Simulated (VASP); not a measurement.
The system is HfC.

```
CELL_PARAMETERS angstrom
3.72342 0.00000 0.00000
-1.86171 3.22457 0.00000
0.00000 0.00000 6.11228
ATOMIC_POSITIONS crystal
Hf 0.33333 0.66667 0.49960
Hf 0.66667 0.33333 0.99960
C 0.33333 0.66667 0.87540
C 0.66667 0.33333 0.37540
```

* Program: VASP 6.6.1
* Task: relaxation of cell and atoms
* Functional: r2SCAN
* Potentials or basis: VASP PAW PBE potentials, release 64 (Hf_pv, C)
* Cutoff: 600 eV
* k mesh: 6 × 6 × 4
* Occupations: gaussian, width 0.1 eV
* Spin: no spin polarisation

At the start: pressure -20.2 GPa; volume 18.35 Å³/atom.

Q: How do energy, volume and symmetry change on relaxing?

A: Over 26 steps the energy falls by 453.8 meV/atom and the volume is 14.72 Å³/atom (-19.8 %); space group P6_3mc (No. 186, to 0.1 Å) before and after.

The path:
```
step  energy change (eV)  largest force (eV/Å)  pressure (GPa)  volume (Å³)
   1              0.0000                0.3301          -20.25        73.39
   2              0.5518                1.1661           48.89        51.38
   3             -0.8321                0.4805           -0.42        62.67
   4             -0.8339                0.4912            0.61        62.29
   5             -0.8339                0.4976            1.19        62.08
   6             -0.9344                0.5176            0.91        62.00
   7             -1.2052                1.1297           -0.52        61.46
   8             -1.2178                2.4076            7.37        58.97
   9             -1.3151                2.1401            0.30        60.72
  10             -1.3712                2.5297            2.30        59.94
  11             -1.3898                2.4596            2.13        59.95
  12             -1.4367                2.2435            1.67        59.97
  13             -1.4857                1.8133            1.21        59.99
  14             -1.4879                1.6348            1.27        59.99
  15             -1.5286                1.5165            0.71        60.01
  16             -1.6303                1.1872           -0.77        60.09
  17             -1.7516                0.6421           -3.01        60.22
  18             -1.7296                0.1131           -4.88        60.39
  19             -1.7808                0.2550           -4.24        60.31
  20             -1.7809                0.2854           -4.16        60.30
  21             -1.7908                0.2699           -3.12        59.94
  22             -1.8051                0.2236           -0.04        58.94
  23             -1.8055                0.2138            0.59        58.74
  24             -1.8077                0.1866            0.52        58.76
  25             -1.8127                0.1056            0.32        58.79
  26             -1.8150                0.0477            0.02        58.86
```

Final structure:
```
Hf C
1.0
     3.82763    0.00000    0.00000
    -1.91381    3.31482    0.00000
     0.00000    0.00000    4.63912
Hf C
2 2
Direct
  0.33333 0.66667 0.44504
  0.66667 0.33333 0.94504
  0.33333 0.66667 0.92996
  0.66667 0.33333 0.42996
```

Caveat: the volume moved by over 15 % at a fixed basis, so the end points are rough; the PAW data sets were made with another functional, which shifts forces and pressure a little; the relaxation stopped at a loose force limit of 0.05 eV/Å, so its end isn't a converged minimum.
